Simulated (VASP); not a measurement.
A run of VASP 6.6.1:

The input POSCAR:

```
BaTiO3
1.0
    2.8399983144      1.6396737913      2.3313532688
   -2.8399983144      1.6396737913      2.3313532688
    0.0000000000     -3.2793475827      2.3313532687
Ba Ti O
1 1 3
Direct
   -0.0032057798     -0.0032057798     -0.0032057798
    0.4833346617      0.4833346617      0.4833346617
    0.5098255445      0.5098255445      0.0194200292
    0.0194200292      0.5098255445      0.5098255445
    0.5098255445      0.0194200292      0.5098255445
```

File INCAR.step1:

```
PREC = Accurate
ENCUT = 1480
ISMEAR = 0
SIGMA = 0.01
LREAL = False
LASPH = True
NELM = 120
NBANDS = 28
GGA = PE
ALGO = Normal
EDIFF = 1E-5
LWAVE = True
LCHARG = False
GGA_COMPAT = False
```

INCAR.step2

```
PREC = Accurate
ENCUT = 1480
EDIFF = 1E-6
ISMEAR = 0
SIGMA = 0.01
LREAL = False
LASPH = True
NELM = 120
ALGO = Normal
ISIF = 2
LWAVE = False
LCHARG = False
METAGGA = R2SCAN
LMIXTAU = True
NBANDS = 28
ISTART = 1
GGA_COMPAT = False
```

Contents of KPOINTS:

```
Automatic mesh
0
Gamma
  6 6 6
```

Potentials or basis: VASP PAW PBE potentials, release 64 (Ba_sv, Ti_sv, O_h).

Run with:

```bash
$ cat potpaw_PBE.64/Ba_sv/POTCAR potpaw_PBE.64/Ti_sv/POTCAR potpaw_PBE.64/O_h/POTCAR > POTCAR
$ cp INCAR.step1 INCAR
$ mpirun -np 1 vasp_std > vasp.out
$ cp INCAR.step2 INCAR
$ mpirun -np 1 vasp_std > vasp.out
```

Hardware: 1 thread of Intel(R) Xeon(R) Platinum 8488C (Sapphire Rapids), with other jobs on the host.

Problem. How long does it take, and how much memory?

Solution. Run time: 9.8 min on 1 thread of Intel(R) Xeon(R) Platinum 8488C (Sapphire Rapids), with other jobs on the host, peak memory 0.58 GiB. Counts: k points 32.
